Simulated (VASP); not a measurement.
Write the native input for VASP 6.6.1 that does the following.

* Task: single point
* Functional: PBE
* Potentials or basis: VASP PAW PBE potentials, release 64 (Cr_pv)
* Cutoff: 500 eV
* k mesh: 15 × 15 × 15
* Occupations: gaussian, width 0.03 eV
* Spin: no spin polarisation
* Dipole correction: no
* Further INCAR settings: ALGO = Normal; EDIFF = 1e-06; NBANDS = 12

The structure of Cr lies in POSCAR:

```
Cr
1.0
   -1.4243177237      1.4243177237      1.4243177237
    1.4243177237     -1.4243177237      1.4243177237
    1.4243177237      1.4243177237     -1.4243177237
Cr
1
Direct
    0.0000000000      0.0000000000      0.0000000000
```

The input as run:

INCAR

```
PREC = Accurate ; ENCUT = 500
EDIFF = 1E-6 ; ISMEAR = 0
SIGMA = 0.03 ; LREAL = False
LASPH = True ; NELM = 120
ALGO = Normal ; ISIF = 2
LWAVE = False ; LCHARG = True
GGA = PE ; LELF = True
LVHAR = True ; NBANDS = 12
GGA_COMPAT = False
```

KPOINTS

```
regular mesh
0
Gamma
  15 15 15
```

Potentials or basis: VASP PAW PBE potentials, release 64 (Cr_pv).

The run is started by

```console
$ cat potpaw_PBE.64/Cr_pv/POTCAR > POTCAR
$ mpirun -np 1 vasp_std > vasp.out
```

Results of the run:

```yaml
Pressure: -1.0 GPa
Band_gap_on_the_k_mesh: zero (band 6 reaches 13.30 eV, above the bottom of band 7 at 10.07 eV)
```

Caveat: the run has no spin polarisation, though such a crystal can be magnetic.

Run time: 7.8 s on 1 thread of Intel(R) Xeon(R) 6975P-C (Granite Rapids), with other jobs on the host, peak memory 0.13 GiB.
